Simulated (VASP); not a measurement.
# AlGa3As4 (P1) in VASP: single point with PBE

Aim: the single point of AlGa3As4 with PBE.

All numbers are computed with VASP 6.6.1; they aren't measurements. Logs are shortened: lines on timing, memory, paths and dates and some standing lists are left out, and cuts for length are marked.

### 1 The cell of the first run

The typed cell holds 16 atoms: a = 8.116 Å, b = 8.117 Å, c = 8.116 Å, α = 60.03°, β = 60.05°, γ = 60.03°.

### 2 Single point, PBE

INCAR reads:

```
PREC = Accurate
ENCUT = 520
EDIFF = 1E-6
ISMEAR = 0
SIGMA = 0.1
LREAL = Auto
LASPH = T
NELM = 60
ALGO = Normal
ISIF = 2
LWAVE = F
LCHARG = T
GGA = PE
LELF = T
LVHAR = T
NBANDS = 76
ISYM = 0
```

KPOINTS reads:

```
regular mesh
0
Gamma
  3 3 3
```

POSCAR reads:

```
AlGa3As4
1.0
   -5.7397709961      5.7381192364     -0.0033076840
   -5.7399183765     -0.0034327431      5.7399260242
    0.0032697952      5.7380816475      5.7397409073
Al Ga As
2 6 8
Direct
   -0.0004952170      0.0010725425      0.0000154268
   -0.0005244754      0.5010626500      0.0000412663
    0.5001146364      0.9995032313      0.9996417067
    0.9992113071      0.9994062625      0.5005910812
    0.5001652007      0.4994960488      0.9996212014
    0.4995425992      0.0000198662      0.5002503375
    0.9990266158      0.4996404928      0.5005245436
    0.4997301327      0.4997970241      0.5003029969
    0.8748894909      0.8752420919      0.3741883018
    0.3747304450      0.8750537985      0.3751884749
    0.8750507892      0.3750436486      0.3742090655
    0.8756745089      0.8749062371      0.8761484893
    0.3745858236      0.3752382389      0.3751585327
    0.3736781803      0.8751121762      0.8755651692
    0.8757006479      0.3749326970      0.8760854307
    0.3736795276      0.3750968274      0.8755939065
```

Potentials or basis: VASP PAW PBE potentials, release 64 (Al, Ga_d, As).

Run with:

```console
$ cat potpaw_PBE.64/Al/POTCAR potpaw_PBE.64/Ga_d/POTCAR potpaw_PBE.64/As/POTCAR > POTCAR
$ mpirun -np 1 vasp_std > vasp.out
```

OUTCAR:

```text
PREC = Accurate
   ENCUT = 520
   EDIFF = 1E-6
   ISMEAR = 0
   LREAL = Auto
   LASPH = T
   NELM = 60
   ISIF = 2
   GGA = PE
   ISYM = 0

 ion  position               nearest neighbor table
   1  1.000  0.001  0.000-  12 2.48  15 2.48   9 2.48  14 2.48
   2  0.999  0.501  0.000-  15 2.48  12 2.48  11 2.48  16 2.48
   3  0.500  1.000  1.000-  14 2.48  10 2.49  12 2.49  16 2.49
   4  0.999  0.999  0.501-   9 2.48  10 2.49  12 2.49  11 2.49
   5  0.500  0.499  1.000-  16 2.48  13 2.49  15 2.49  14 2.49
   6  0.500  0.000  0.500-  10 2.48  13 2.49  14 2.49   9 2.49
[... 8 lines left out ...]
  15  0.876  0.375  0.876-   2 2.48   1 2.48   5 2.49   7 2.49
  16  0.374  0.375  0.876-   2 2.48   5 2.48   8 2.49   3 2.49

IMPORTANT INFORMATION: All symmetrisations will be switched off!
NOSYMM: (Re-)initialisation of all symmetry stuff for point group C_1.

----------------------------------------------------------------------------------------

                                     Primitive cell

  volume of cell :     378.4218

  direct lattice vectors                    reciprocal lattice vectors
    -5.739770996  5.738119236 -0.003307684    -0.087087654  0.087110236 -0.087035442
    -5.739918377 -0.003432743  5.739926024    -0.087083506 -0.087058376  0.087082818
     0.003269795  5.738081647  5.739740907     0.087036128  0.087111383  0.087088109

  length of vectors
     8.116094775  8.117476549  8.116046905     0.150823145  0.150818152  0.150824465

  position of ions in fractional coordinates (direct lattice)
     0.999504783  0.001072542  0.000015427
     0.999475525  0.501062650  0.000041266
     0.500114636  0.999503231  0.999641707
     0.999211307  0.999406263  0.500591081
     0.500165201  0.499496049  0.999621201
     0.499542599  0.000019866  0.500250337
[... 8 lines left out ...]
     0.875700648  0.374932697  0.876085431
     0.373679528  0.375096827  0.875593907

  ion indices of the primitive-cell ions
   primitive index   ion index
                 1           1
                 2           2
                 3           3
                 4           4
                 5           5
                 6           6
[... 8 lines left out ...]
                15          15
                16          16

----------------------------------------------------------------------------------------

 KPOINTS: regular mesh

Automatic generation of k-mesh.
 Grid dimensions read from file:
 generate k-points for:    3    3    3

 Generating k-lattice:

  Cartesian coordinates                     Fractional coordinates (reciprocal lattice)
    -0.029029218  0.029036745 -0.029011814     0.333333333  0.000000000  0.000000000
    -0.029027835 -0.029019459  0.029027606     0.000000000  0.333333333  0.000000000
     0.029012043  0.029037128  0.029029370    -0.000000000 -0.000000000  0.333333333

  Length of vectors
     0.050274382  0.050272717  0.050274822

  Shift w.r.t. Gamma in fractional coordinates (k-lattice)
     0.000000000  0.000000000  0.000000000

 Subroutine IBZKPT returns following result:
 ===========================================

 Found     14 irreducible k-points:

 Following reciprocal coordinates:
            Coordinates               Weight
  0.000000  0.000000  0.000000      1.000000
  0.333333  0.000000  0.000000      2.000000
  0.000000  0.000000 -0.333333      2.000000
  0.000000  0.333333  0.000000      2.000000
  0.333333  0.333333 -0.000000      2.000000
  0.000000 -0.333333 -0.333333      2.000000
 -0.333333  0.333333  0.000000      2.000000
 -0.000000 -0.333333  0.333333      2.000000
  0.333333 -0.000000  0.333333      2.000000
 -0.333333  0.000000  0.333333      2.000000
  0.333333  0.333333  0.333333      2.000000
 -0.333333  0.333333  0.333333      2.000000
 -0.333333 -0.333333  0.333333      2.000000
  0.333333 -0.333333  0.333333      2.000000
   k-points           NKPTS =     14   k-points in BZ     NKDIM =     14   number of bands    NBANDS=     76
   number of dos      NEDOS =    301   number of ions     NIONS =     16
   total plane-waves  NPLWV = 216000
   dimension x,y,z NGX =    60 NGY =   60 NGZ =   60
   dimension x,y,z NGXF=   120 NGYF=  120 NGZF=  120
   ions per type =               2   6   8
   NGX,Y,Z   is equivalent  to a cutoff of  12.29, 12.29, 12.29 a.u.
   NGXF,Y,Z  is equivalent  to a cutoff of  24.58, 24.58, 24.58 a.u.
 SYSTEM =  unknown system
   PREC   = accura    normal or accurate (medium, high low for compatibility)
   ISTART =      0    job   : 0-new  1-cont  2-samecut
   ICHARG =      2    charge: 1-file 2-atom 10-const
   ISPIN  =      1    spin polarized calculation?
   LNONCOLLINEAR =      F non collinear calculations
   LSORBIT =      F    spin-orbit coupling
   LASPH  =      T    aspherical Exc in radial PAW
   ENCUT  =  520.0 eV  38.22 Ry    6.18 a.u.  15.09 15.09 15.09*2*pi/ulx,y,z
   NELM   =     60;   NELMIN=  2; NELMDL= -5     # of ELM steps
   EDIFF  = 0.1E-05   stopping-criterion for ELM
   LREAL  =      T    real-space projection
   EDIFFG = 0.1E-04   stopping-criterion for IOM
   NSW    =      0    number of steps for IOM
   IBRION =     -1    ionic relax: 0-MD 1-quasi-New 2-CG
   NFREE  =      0    steps in history (QN), initial steepest desc. (CG)
   ISIF   =      2    stress and relaxation
   ISYM   =      0    0-nonsym 1-usesym 2-fastsym
   POTIM  = 0.5000    time-step for ionic-motion
   TEBEG  =    0.0;   TEEND  =   0.0 temperature during run
   PSTRESS=    0.0 pullay stress
   NELECT =     124.0000    total number of electrons
   NUPDOWN=      -1.0000    fix difference up-down
   EMIN   =  10.00;   EMAX   =-10.00  energy-range for DOS
   EFERMI =   0.00;   METHOD = LEGACY
   ISMEAR =     0;   SIGMA  =   0.10  broadening in eV -4-tet -1-fermi 0-gaus
   EFERMI_NEDOS =   21; number of points for ismear=-14 and -15
   IALGO  =     38    algorithm
   IMIX   =      4    mixing-type and parameters
     AMIX     =   0.40;   BMIX     =  1.00
     AMIX_MAG =   1.60;   BMIX_MAG =  1.00
  volume/ion in A,a.u.               =      23.65       159.61
  Fermi-wavevector in a.u.,A,eV,Ry     =   1.128643  2.132826 17.331584  1.273836
  Thomas-Fermi vector in A             =   2.265334
   LORBIT       =      0    0 simple, 1 ext, 2 COOP (PROOUT), +10 PAW based schemes
   GGA     = PE    functional components
   LHFCALC =     F    Hartree Fock is set to
   AEXX    =    0.0000 exact exchange contribution
   IVDW    =     0    specifies the selected vdW correction
   LEPSILON=     F    determine dielectric tensor
   LRPA    =     F    only Hartree local field effects (RPA)
 non-spin polarized calculation
 Gauss-broadening in eV      SIGMA  =   0.10
  energy-cutoff  :      520.00
  volume of cell :      378.42
 maximum number of plane-waves:     10225
   NGX = 31   NGY = 31   NGZ = 31

 number of electron     123.9999923 magnetization

 Free energy of the ion-electron system (eV)
  ---------------------------------------------------
  ext. energy  EPLUGINS =         0.00000000
  ---------------------------------------------------
  free energy    TOTEN  =       -68.23637561 eV

  energy without entropy =      -68.23633500  energy(sigma->0) =      -68.23635531

 E-fermi :   3.7587     XC(G=0):  -9.2529

 val. band max:        3.5266993762   @ k =   0.0000   0.0000   0.0000
 cond. band min:       3.9749663090   @ k =   0.0000   0.0000   0.0000
 fundamental gap:      0.4482669328
 Fermi energy:         3.7587436804

 k-point     1 :       0.0000    0.0000    0.0000
  band No.  band energies     occupation
      1     -11.2034      2.00000
      2     -11.2019      2.00000
      3     -11.1870      2.00000
      4     -11.1741      2.00000
      5     -11.1668      2.00000
      6     -11.1599      2.00000
[... 66 lines left out ...]
     73       5.7610      0.00000
     74       7.3499      0.00000

 k-point     2 :       0.3333    0.0000    0.0000
  band No.  band energies     occupation
      1     -11.1982      2.00000
      2     -11.1953      2.00000
      3     -11.1865      2.00000
      4     -11.1706      2.00000
      5     -11.1675      2.00000
      6     -11.1558      2.00000
[... 66 lines left out ...]
     73       7.0628      0.00000
     74       7.8377      0.00000

 k-point     3 :       0.0000    0.0000   -0.3333
  band No.  band energies     occupation
      1     -11.1982      2.00000
      2     -11.1953      2.00000
      3     -11.1866      2.00000
      4     -11.1706      2.00000
      5     -11.1675      2.00000
      6     -11.1558      2.00000
[... 836 lines left out ...]
     73       7.5222      0.00000
     74       7.5418      0.00000

 k-point    14 :       0.3333   -0.3333    0.3333
  band No.  band energies     occupation
      1     -11.1958      2.00000
      2     -11.1864      2.00000
      3     -11.1746      2.00000
      4     -11.1738      2.00000
      5     -11.1673      2.00000
      6     -11.1650      2.00000
[... 66 lines left out ...]
     73       7.3567      0.00000
     74       7.7185      0.00000
 [bands above 74 left out]

------------------------ aborting loop because EDIFF is reached ----------------------------------------

  FORCE on cell =-STRESS in cart. coord.  units (eV):
  Direction    XX          YY          ZZ          XY          YZ          ZX
  --------------------------------------------------------------------------------------
  -------------------------------------------------------------------------------------
  Total        0.3561107      0.3498320      0.3522028     -0.1651362      0.1617407     -0.1482374
  in kB        1.5077157      1.4811326      1.4911704     -0.6991602      0.6847843     -0.6276136
  external PRESSURE =       1.4933396 kB  Pullay stress =       0.0000000 kB

 VOLUME and BASIS-vectors are now :
 -----------------------------------------------------------------------------
  energy-cutoff  :      520.00
  volume of cell :      378.42
      direct lattice vectors                 reciprocal lattice vectors
    -5.739770996  5.738119236 -0.003307684    -0.087087654  0.087110236 -0.087035442
    -5.739918377 -0.003432743  5.739926024    -0.087083506 -0.087058376  0.087082818
     0.003269795  5.738081647  5.739740907     0.087036128  0.087111383  0.087088109

 POSITION                                       TOTAL-FORCE (eV/Angst)
 -----------------------------------------------------------------------------------
     -5.74308      5.73536      0.00294        -0.000149      0.005571     -0.000732
     -8.61282      5.73363      2.87299        -0.001094      0.006309     -0.001468
     -8.60434      8.60231     11.47310        -0.016231      0.015217      0.022837
    -11.47012      8.60260      8.60648        -0.021741      0.013626      0.020575
     -5.73463      8.60420      8.60298        -0.016206      0.013889      0.023375
     -2.86574      5.73691      2.86977        -0.014425      0.016637      0.015462
[... 8 lines left out ...]
     -7.17554     10.05064      7.17769         0.018840     -0.020399     -0.017977
     -4.29500      7.16716      7.17747         0.005150     -0.009903     -0.014627
 -----------------------------------------------------------------------------------
    total drift:                               -0.007872      0.017997     -0.026050

  FREE ENERGIE OF THE ION-ELECTRON SYSTEM (eV)
  ---------------------------------------------------
  free  energy   TOTEN  =       -68.2363756141 eV

  energy  without entropy=      -68.2363349993  energy(sigma->0) =      -68.23635531
```

It took 31 min on 1 thread of AMD EPYC 7R43 (Zen 3), shared host; peak memory 0.59 GiB.

Results:

* Free energy: -68.2364 eV
* Pressure: 0.1 GPa
* Largest force: 0.033 eV/Å
* Band gap on the k mesh: 0.45 eV

Forces on the atoms (eV/Å):
```
Al   0.000  0.006 -0.001
Al  -0.001  0.006 -0.001
Ga  -0.016  0.015  0.023
Ga  -0.022  0.014  0.021
Ga  -0.016  0.014  0.023
Ga  -0.014  0.017  0.015
Ga  -0.022  0.015  0.019
Ga  -0.016  0.015  0.016
As   0.015 -0.004 -0.007
As   0.015 -0.016 -0.018
As   0.015 -0.007 -0.003
As   0.018 -0.020 -0.018
As   0.016 -0.013 -0.021
As   0.005 -0.010 -0.015
As   0.019 -0.020 -0.018
As   0.005 -0.010 -0.015
```
